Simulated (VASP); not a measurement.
A run of VASP 6.6.1 is set up as follows.

File INCAR:

```
  ALGO = Fast
  EDIFF = 1E-7
  ENCUT = 520
  GGA = PE
  ISIF = 2
  ISMEAR = 0
  LASPH = T
  LCHARG = T
  LELF = T
  LREAL = F
  LVHAR = T
  LWAVE = F
  NBANDS = 12
  NELM = 100
  PREC = Accurate
  SIGMA = 0.15
```

The input KPOINTS:

```
k-points
0
Gamma
  22 22 22
```

File POSCAR:

```
Ti
1.0
    0.0000000000      2.1430043997      1.8215537398
    2.1430043997      0.0000000000      1.8215537398
    2.1430043997      2.1430043997      0.0000000000
Ti
1
Direct
    0.0000000000      0.0000000000      0.0000000000
```

Potentials or basis: VASP PAW PBE potentials, release 64 (Ti_sv).

Command:

```console
$ cat potpaw_PBE.64/Ti_sv/POTCAR > POTCAR
$ mpirun -np 1 vasp_std > vasp.out
```

Q: Predict the band gap on the k mesh.

A: Zero (band 6 reaches 9.55 eV, above the bottom of band 7 at 7.92 eV).

Q: Predict the pressure.

A: 3.9 GPa.

Stress tensor (GPa, compression positive):
```
2.80 0.00 0.00
0.00 2.80 0.00
0.00 0.00 6.03
```
